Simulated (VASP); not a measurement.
# NaScSe2 (P4/mmm) in VASP: single point with PBE

Aim: the single point of NaScSe2 with PBE.

Program: VASP 6.6.1. These are calculated values, not measurements. Logs are shortened: lines on timing, memory, paths and dates and some standing lists are left out, and cuts for length are marked.

### Step 1. The cell of the first run

It takes space group P4/mmm (No. 123, tetragonal). The conventional cell has a = 4.005 Å, b = 4.005 Å, c = 5.428 Å, α = 90.00°, β = 90.00°, γ = 90.00°. Na (site symmetry 4/mmm) has 6 Se at 2.71 to 2.83 Å within 3.6 Å. Se (site symmetry 4/mmm) has 2 Na at 2.71 Å and 4 Sc at 2.83 Å within 3.6 Å. Within 3.6 Å of Se (site symmetry 4/mmm) lie 2 Sc at 2.71 Å and 4 Na at 2.83 Å. Sc (site symmetry 4/mmm) has 6 Se at 2.71 to 2.83 Å within 3.6 Å.

### Step 2. Single point, PBE

Contents of INCAR:

```
ALGO = Normal ; EDIFF = 1E-6
ENCUT = 520 ; GGA = PE
ISIF = 2 ; ISMEAR = -1
LASPH = True ; LCHARG = True
LELF = True ; LREAL = False
LVHAR = True ; LWAVE = False
NBANDS = 23 ; NELM = 60
PREC = Accurate ; SIGMA = 0.02
```

Contents of KPOINTS:

```
k-points
0
Gamma
  6 6 4
```

Contents of POSCAR:

```
NaScSe2
1.0
    4.0046071677      0.0000000000      0.0000000000
    0.0000000000      4.0046071677      0.0000000000
    0.0000000000      0.0000000000      5.4275684805
Na Se Sc
1 2 1
Direct
    0.0000000000      0.0000000000      0.0000000000
    0.0000000000      0.0000000000      0.5000000000
    0.5000000000      0.5000000000      0.0000000000
    0.5000000000      0.5000000000      0.5000000000
```

Potentials or basis: VASP PAW PBE potentials, release 64 (Na_pv, Se, Sc_sv).

The run is started by

```
$ cat potpaw_PBE.64/Na_pv/POTCAR potpaw_PBE.64/Se/POTCAR potpaw_PBE.64/Sc_sv/POTCAR > POTCAR
$ mpirun -np 1 vasp_std > vasp.out
```

OUTCAR:

```text
EDIFF = 1E-6
   ENCUT = 520
   GGA = PE
   ISIF = 2
   ISMEAR = -1
   LASPH = True
   LREAL = False
   NELM = 60
   PREC = Accurate

 ion  position               nearest neighbor table
   1  0.000  0.000  0.000-   2 2.71   2 2.71
   2  0.000  0.000  0.500-   1 2.71   1 2.71   4 2.83   4 2.83   4 2.83   4 2.83
   3  0.500  0.500  0.000-   4 2.71   4 2.71
   4  0.500  0.500  0.500-   3 2.71   3 2.71   2 2.83   2 2.83   2 2.83   2 2.83

  LATTYP: Found a simple tetragonal cell.
 ALAT       =     4.0046071677
 C/A-ratio  =     1.3553310608

  Lattice vectors:

 A1 = (   4.0046071677,   0.0000000000,   0.0000000000)
 A2 = (   0.0000000000,   4.0046071677,   0.0000000000)
 A3 = (   0.0000000000,   0.0000000000,   5.4275684805)

Analysis of symmetry for initial positions (statically):
=====================================================================
 Subroutine PRICEL returns:
 Original cell was already a primitive cell.

 Routine SETGRP: Setting up the symmetry group for a
 simple tetragonal supercell.

 Subroutine GETGRP returns: Found 16 space group operations
 (whereof 16 operations were pure point group operations)
 out of a pool of 16 trial point group operations.

The static configuration has the point symmetry D_4h.

Analysis of symmetry for dynamics (positions and initial velocities):
=====================================================================
 Subroutine PRICEL returns:
 Original cell was already a primitive cell.

 Routine SETGRP: Setting up the symmetry group for a
 simple tetragonal supercell.

 Subroutine GETGRP returns: Found 16 space group operations
 (whereof 16 operations were pure point group operations)
 out of a pool of 16 trial point group operations.

The dynamic configuration has the point symmetry D_4h.

 Subroutine INISYM returns: Found 16 space group operations
 (whereof 16 operations are pure point group operations),
 and found     1 'primitive' translations

----------------------------------------------------------------------------------------

                                     Primitive cell

  volume of cell :      87.0413

  direct lattice vectors                    reciprocal lattice vectors
     4.004607168  0.000000000  0.000000000     0.249712383  0.000000000  0.000000000
     0.000000000  4.004607168  0.000000000     0.000000000  0.249712383  0.000000000
     0.000000000  0.000000000  5.427568480     0.000000000  0.000000000  0.184244566

  length of vectors
     4.004607168  4.004607168  5.427568480     0.249712383  0.249712383  0.184244566

  position of ions in fractional coordinates (direct lattice)
     0.000000000  0.000000000  0.000000000
     0.000000000  0.000000000  0.500000000
     0.500000000  0.500000000  0.000000000
     0.500000000  0.500000000  0.500000000

  ion indices of the primitive-cell ions
   primitive index   ion index
                 1           1
                 2           2
                 3           3
                 4           4

----------------------------------------------------------------------------------------

 KPOINTS: k-points

Automatic generation of k-mesh.
 Grid dimensions read from file:
 generate k-points for:    6    6    4

 Generating k-lattice:

  Cartesian coordinates                     Fractional coordinates (reciprocal lattice)
     0.041618731  0.000000000  0.000000000     0.166666667  0.000000000  0.000000000
     0.000000000  0.041618731  0.000000000     0.000000000  0.166666667  0.000000000
     0.000000000  0.000000000  0.046061142     0.000000000  0.000000000  0.250000000

  Length of vectors
     0.041618731  0.041618731  0.046061142

  Shift w.r.t. Gamma in fractional coordinates (k-lattice)
     0.000000000  0.000000000  0.000000000

 Subroutine IBZKPT returns following result:
 ===========================================

 Found     30 irreducible k-points:

 Following reciprocal coordinates:
            Coordinates               Weight
  0.000000  0.000000  0.000000      1.000000
  0.166667  0.000000  0.000000      4.000000
  0.333333  0.000000  0.000000      4.000000
  0.500000  0.000000  0.000000      2.000000
  0.166667  0.166667  0.000000      4.000000
  0.333333  0.166667  0.000000      8.000000
[... 16 lines left out ...]
  0.333333  0.000000  0.500000      4.000000
  0.500000  0.000000  0.500000      2.000000
 [... further k-points ...]
   k-points           NKPTS =     30   k-points in BZ     NKDIM =     30   number of bands    NBANDS=     23
   number of dos      NEDOS =    301   number of ions     NIONS =      4
   total plane-waves  NPLWV =  36000
   dimension x,y,z NGX =    30 NGY =   30 NGZ =   40
   dimension x,y,z NGXF=    60 NGYF=   60 NGZF=   80
   ions per type =               1   2   1
   NGX,Y,Z   is equivalent  to a cutoff of  12.45, 12.45, 12.25 a.u.
   NGXF,Y,Z  is equivalent  to a cutoff of  24.91, 24.91, 24.50 a.u.
 SYSTEM =  unknown system
   PREC   = accura    normal or accurate (medium, high low for compatibility)
   ISTART =      0    job   : 0-new  1-cont  2-samecut
   ICHARG =      2    charge: 1-file 2-atom 10-const
   ISPIN  =      1    spin polarized calculation?
   LNONCOLLINEAR =      F non collinear calculations
   LSORBIT =      F    spin-orbit coupling
   LASPH  =      T    aspherical Exc in radial PAW
   ENCUT  =  520.0 eV  38.22 Ry    6.18 a.u.   7.45  7.45 10.09*2*pi/ulx,y,z
   NELM   =     60;   NELMIN=  2; NELMDL= -5     # of ELM steps
   EDIFF  = 0.1E-05   stopping-criterion for ELM
   LREAL  =      F    real-space projection
   EDIFFG = 0.1E-04   stopping-criterion for IOM
   NSW    =      0    number of steps for IOM
   IBRION =     -1    ionic relax: 0-MD 1-quasi-New 2-CG
   NFREE  =      0    steps in history (QN), initial steepest desc. (CG)
   ISIF   =      2    stress and relaxation
   ISYM   =      2    0-nonsym 1-usesym 2-fastsym
   POTIM  = 0.5000    time-step for ionic-motion
   TEBEG  =    0.0;   TEEND  =   0.0 temperature during run
   PSTRESS=    0.0 pullay stress
   NELECT =      30.0000    total number of electrons
   NUPDOWN=      -1.0000    fix difference up-down
   EMIN   =  10.00;   EMAX   =-10.00  energy-range for DOS
   EFERMI =   0.00;   METHOD = LEGACY
   ISMEAR =    -1;   SIGMA  =   0.02  broadening in eV -4-tet -1-fermi 0-gaus
   EFERMI_NEDOS =   21; number of points for ismear=-14 and -15
   IALGO  =     38    algorithm
   IMIX   =      4    mixing-type and parameters
     AMIX     =   0.40;   BMIX     =  1.00
     AMIX_MAG =   1.60;   BMIX_MAG =  1.00
  volume/ion in A,a.u.               =      21.76       146.85
  Fermi-wavevector in a.u.,A,eV,Ry     =   1.147819  2.169064 17.925529  1.317489
  Thomas-Fermi vector in A             =   2.284497
   LORBIT       =      0    0 simple, 1 ext, 2 COOP (PROOUT), +10 PAW based schemes
   GGA     = PE    functional components
   LHFCALC =     F    Hartree Fock is set to
   AEXX    =    0.0000 exact exchange contribution
   IVDW    =     0    specifies the selected vdW correction
   LEPSILON=     F    determine dielectric tensor
   LRPA    =     F    only Hartree local field effects (RPA)
 non-spin polarized calculation
  energy-cutoff  :      520.00
  volume of cell :       87.04
 maximum number of plane-waves:      2389
 NGX is ok and might be reduce to    30
   NGX = 15   NGY = 15   NGZ = 21

 number of electron      29.9999983 magnetization

 Free energy of the ion-electron system (eV)
  ---------------------------------------------------
  ext. energy  EPLUGINS =         0.00000000
  ---------------------------------------------------
  free energy    TOTEN  =       -20.04595312 eV

  energy without entropy =      -20.04507163  energy(sigma->0) =      -20.04551237

 E-fermi :   3.1470     XC(G=0):  -9.5324

 val. band max:        3.1253714558   @ k =   0.0000   0.0000   0.0000
 cond. band min:       3.1544017420   @ k =   0.0000   0.0000   0.2500
 fundamental gap:      0.0290302862
 Fermi energy:         3.1469731201

 k-point     1 :       0.0000    0.0000    0.0000
  band No.  band energies     occupation
      1     -47.1947      2.00000
      2     -25.8192      2.00000
      3     -25.8192      2.00000
      4     -25.6850      2.00000
      5     -19.2836      2.00000
      6     -19.2381      2.00000
[... 15 lines left out ...]
     22       7.9668      0.00000
     23       9.4432      0.00000

 k-point     2 :       0.1667    0.0000    0.0000
  band No.  band energies     occupation
      1     -47.1944      2.00000
      2     -25.8267      2.00000
      3     -25.8181      2.00000
      4     -25.6845      2.00000
      5     -19.2833      2.00000
      6     -19.2425      2.00000
[... 15 lines left out ...]
     22       8.5559      0.00000
     23      10.0325      0.00000

 k-point     3 :       0.3333    0.0000    0.0000
  band No.  band energies     occupation
      1     -47.1937      2.00000
      2     -25.8417      2.00000
      3     -25.8158      2.00000
      4     -25.6834      2.00000
      5     -19.2827      2.00000
      6     -19.2513      2.00000
[... 15 lines left out ...]
     22       9.4206      0.00000
     23      10.6290      0.00000

 k-point     4 :       0.5000    0.0000    0.0000
  band No.  band energies     occupation
      1     -47.1934      2.00000
      2     -25.8492      2.00000
      3     -25.8147      2.00000
      4     -25.6828      2.00000
      5     -19.2823      2.00000
      6     -19.2557      2.00000
[... 15 lines left out ...]
     22       9.9817      0.00000
     23      10.3319      0.00000

 k-point     5 :       0.1667    0.1667    0.0000
  band No.  band energies     occupation
      1     -47.1940      2.00000
      2     -25.8260      2.00000
      3     -25.8249      2.00000
      4     -25.6839      2.00000
      5     -19.2830      2.00000
      6     -19.2423      2.00000
[... 15 lines left out ...]
     22       9.2781      0.00000
     23      10.3634      0.00000

 k-point     6 :       0.3333    0.1667    0.0000
  band No.  band energies     occupation
      1     -47.1934      2.00000
      2     -25.8402      2.00000
      3     -25.8229      2.00000
      4     -25.6828      2.00000
      5     -19.2824      2.00000
      6     -19.2501      2.00000
[... 15 lines left out ...]
     22       9.8668      0.00000
     23      10.5083      0.00000

 k-point     7 :       0.5000    0.1667    0.0000
  band No.  band energies     occupation
      1     -47.1930      2.00000
      2     -25.8475      2.00000
      3     -25.8217      2.00000
      4     -25.6823      2.00000
      5     -19.2820      2.00000
      6     -19.2542      2.00000
[... 353 lines left out ...]
     22       9.1963      0.00000
     23      10.3315      0.00000

 k-point    21 :       0.0000    0.0000    0.5000
  band No.  band energies     occupation
      1     -47.1947      2.00000
      2     -25.8190      2.00000
      3     -25.8190      2.00000
      4     -25.6873      2.00000
      5     -19.2880      2.00000
      6     -19.2380      2.00000
[... 15 lines left out ...]
     22       9.7184      0.00000
     23      10.2498      0.00000

 k-point    22 :       0.1667    0.0000    0.5000
  band No.  band energies     occupation
      1     -47.1944      2.00000
      2     -25.8266      2.00000
      3     -25.8179      2.00000
      4     -25.6867      2.00000
      5     -19.2875      2.00000
      6     -19.2424      2.00000
[... 15 lines left out ...]
     22       9.8925      0.00000
     23      10.5219      0.00000

 k-point    23 :       0.3333    0.0000    0.5000
  band No.  band energies     occupation
      1     -47.1937      2.00000
      2     -25.8417      2.00000
      3     -25.8158      2.00000
      4     -25.6856      2.00000
      5     -19.2866      2.00000
      6     -19.2510      2.00000
[... 15 lines left out ...]
     22       8.5057      0.00000
     23      11.1165      0.00000

 k-point    24 :       0.5000    0.0000    0.5000
  band No.  band energies     occupation
      1     -47.1934      2.00000
      2     -25.8492      2.00000
      3     -25.8147      2.00000
      4     -25.6850      2.00000
      5     -19.2861      2.00000
      6     -19.2554      2.00000
[... 15 lines left out ...]
     22       7.9959      0.00000
     23      10.1657      0.00000

 [... further k-points ...]

------------------------ aborting loop because EDIFF is reached ----------------------------------------

  FORCE on cell =-STRESS in cart. coord.  units (eV):
  Direction    XX          YY          ZZ          XY          YZ          ZX
  --------------------------------------------------------------------------------------
  -------------------------------------------------------------------------------------
  Total        0.4897581      0.4897581      0.8441335      0.0000000     -0.0000000      0.0000000
  in kB        9.0150283      9.0150283     15.5380509      0.0000000     -0.0000000      0.0000000
  external PRESSURE =      11.1893692 kB  Pullay stress =       0.0000000 kB

 VOLUME and BASIS-vectors are now :
 -----------------------------------------------------------------------------
  energy-cutoff  :      520.00
  volume of cell :       87.04
      direct lattice vectors                 reciprocal lattice vectors
     4.004607168  0.000000000  0.000000000     0.249712383  0.000000000  0.000000000
     0.000000000  4.004607168  0.000000000     0.000000000  0.249712383  0.000000000
     0.000000000  0.000000000  5.427568480     0.000000000  0.000000000  0.184244566

 POSITION                                       TOTAL-FORCE (eV/Angst)
 -----------------------------------------------------------------------------------
      0.00000      0.00000      0.00000         0.000000      0.000000      0.000000
      0.00000      0.00000      2.71378         0.000000      0.000000      0.000000
      2.00230      2.00230      0.00000         0.000000      0.000000      0.000000
      2.00230      2.00230      2.71378         0.000000      0.000000      0.000000
 -----------------------------------------------------------------------------------
    total drift:                                0.000000      0.000000      0.000000

  FREE ENERGIE OF THE ION-ELECTRON SYSTEM (eV)
  ---------------------------------------------------
  free  energy   TOTEN  =       -20.0459531175 eV

  energy  without entropy=      -20.0450716323  energy(sigma->0) =      -20.04551237
```

Run time: 43 s. Hardware: 1 thread of Intel Xeon Platinum 8488C (Sapphire Rapids), shared host; peak memory 0.22 GiB.

What came out:

```
Free energy            : -20.0460 eV
Pressure               : 1.1 GPa
Band gap on the k mesh : zero (bands 15 and 16 overlap by 0.03 eV)
```

Stress tensor (GPa, compression positive):
```
0.90 0.00 0.00
0.00 0.90 0.00
0.00 0.00 1.55
```

Levels at points of the mesh, in eV from the Fermi level:
```
           k point  band 13  band 14  band 15  band 16  band 17  band 18
(0.00, 0.00, 0.00)    -0.19    -0.02     0.03     0.03     1.16     1.44
(0.50, 0.00, 0.00)    -2.42    -1.93    -0.27     1.60     1.89     2.16
(0.50, 0.50, 0.00)    -1.46    -1.19    -1.19     0.62     0.62     1.87
(0.00, 0.00, 0.50)    -1.66    -0.85    -0.85     0.04     1.17     2.19
(0.50, 0.00, 0.50)    -2.47    -0.67    -0.44     1.93     2.38     2.53
(0.50, 0.50, 0.50)    -2.46    -2.46    -1.97     2.03     2.03     2.17
```

Caveat: semilocal functionals underestimate gaps, and a narrow one can read as zero.

The gap in the log of VASP goes by the Fermi energy; the results here count the filled bands.